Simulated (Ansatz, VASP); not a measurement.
AlN in VASP and in Ansatz

```xyz
16
Lattice="0.0000 0.0000 4.9786 3.1067 -5.3810 0.0000 3.1067 5.3810 0.0000" Properties=species:S:1:pos:R:3 pbc="T T T"
Al    3.1067   -1.7937    2.4853
Al    1.5533    0.8968    2.4853
Al    4.6600    0.8968    2.4853
Al    3.1067    3.5873    2.4853
Al    1.5533   -0.8968    4.9746
Al    3.1067   -3.5873    4.9746
Al    3.1067    1.7937    4.9746
Al    4.6600   -0.8968    4.9746
N     3.1067   -1.7937    4.3851
N     1.5533    0.8968    4.3851
N     4.6600    0.8968    4.3851
N     3.1067    3.5873    4.3851
N     1.5533   -0.8968    1.8958
N     3.1067   -3.5873    1.8958
N     3.1067    1.7937    1.8958
N     4.6600   -0.8968    1.8958
```

Alike in both runs: functional r2SCAN; k mesh 8 × 6 × 6; occupations gaussian, width 0.1 eV; no spin polarisation.

Ansatz relaxed the structure, and its values are those at the end. VASP's run is a single point on that final structure, the one shown.

|  | VASP | Ansatz |
| --- | --- | --- |
| version | VASP 6.6.1 | Ansatz 0.2.0 |
| potentials or method | VASP PAW PBE potentials, release 64 (Al, N), cutoff 520 eV | scalar-relativistic, plane waves, PAW |
| valence electrons in the cell | 64 | 64 |

```csv
,VASP,Ansatz,Ansatz less VASP
gap on the k mesh at the Fermi level (eV),4.92,4.88,-0.040
least direct gap on the mesh (eV),4.92,4.88,-0.040
pressure (GPa),-0.4,0.0,+0.38
```

VASP's potentials were made for PBE, not for r2SCAN.
